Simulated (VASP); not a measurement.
Set up this calculation in VASP 6.6.1, as the native input.

- Task: single point
- Functional: HSE06
- Potentials or basis: VASP PAW PBE potentials, release 64 (W_sv, S)
- Cutoff: 520 eV
- k mesh: 5 × 5 × 1
- Occupations: fermi-dirac, width 0.05 eV
- Spin: no spin polarisation
- Dipole correction: no
- Grid for exact exchange (PRECFOCK): Normal
- Further INCAR settings: ALGO = Normal; EDIFF = 1e-06; NBANDS = 20
- Share of exact exchange: 0.25
- Screening parameter: 0.2079 1/Å

System: WS2, a slab with vacuum.

```
W S
1.0
     3.18352    0.00000    0.00000
    -1.59176    2.75701    0.00000
     0.00000    0.00000   16.95058
W S
1 2
Cartesian
  0.0000 0.0000 0.0000
  0.0000 1.8380 1.5595
  0.0000 1.8380 15.3911
```

The input as run:

POSCAR

```
WS2
1.0
    3.1835163552      0.0000000000      0.0000000000
   -1.5917581776      2.7570060369      0.0000000000
    0.0000000000      0.0000000000     16.9505778900
W S
1 2
Direct
    0.0000000000      0.0000000000      0.0000000000
    0.3333333333      0.6666666667      0.0920005100
    0.3333333333      0.6666666667      0.9079994900
```

INCAR.step1

```
ALGO     = Normal         # electronic algorithm
EDIFF    = 1E-5           # SCF threshold, eV
ENCUT    = 520            # plane-wave cutoff, eV
GGA      = PE             # functional
ISIF     = 2              # what is computed and relaxed
ISMEAR   = -1             # smearing method
LASPH    = True           # aspherical terms in the spheres
LREAL    = False          # projectors in reciprocal space
LWAVE    = True           # write WAVECAR
NBANDS   = 20             # bands
NELM     = 60             # most SCF steps
PREC     = Accurate       # precision mode
SIGMA    = 0.05           # smearing width, eV
```

INCAR.step2

```
ALGO     = Normal         # electronic algorithm
EDIFF    = 1E-6           # SCF threshold, eV
ENCUT    = 520            # plane-wave cutoff, eV
GGA      = PE             # functional
HFSCREEN = 0.2079         # screening, 1/A
ISIF     = 2              # what is computed and relaxed
ISMEAR   = -1             # smearing method
ISTART   = 1            
LASPH    = True           # aspherical terms in the spheres
LCHARG   = True           # write CHGCAR
LELF     = True           # ELF
LHFCALC  = True           # exact exchange
LREAL    = False          # projectors in reciprocal space
LVHAR    = True         
LWAVE    = False          # write WAVECAR
NBANDS   = 20             # bands
NELM     = 60             # most SCF steps
PREC     = Accurate       # precision mode
PRECFOCK = Normal       
SIGMA    = 0.05           # smearing width, eV
```

KPOINTS

```
k-points
0
Gamma
  5 5 1
```

Potentials or basis: VASP PAW PBE potentials, release 64 (W_sv, S).

The run is started by

```bash
$ cat potpaw_PBE.64/W_sv/POTCAR potpaw_PBE.64/S/POTCAR > POTCAR
$ cp INCAR.step1 INCAR
$ mpirun -np 1 vasp_std > vasp.out
$ cp INCAR.step2 INCAR
$ mpirun -np 1 vasp_std > vasp.out
```

It gave:

```yaml
Largest_force: 0.284 eV/Å
Band_gap_on_the_k_mesh: 2.80 eV (least direct gap 3.31 eV)
```

Caveat: the k points lie up to 0.46 Å⁻¹ apart; there is no dipole correction, which matters where the two faces differ; the PAW data sets were made with another functional, which shifts forces and pressure a little; spin-orbit coupling is left out, which moves the levels of the heavy elements.

Run time: 8.6 min on 1 thread of Intel(R) Xeon(R) Platinum 8259CL CPU @ 2.50GHz (Skylake/Cascade Lake) (shared host), peak memory 0.37 GiB.
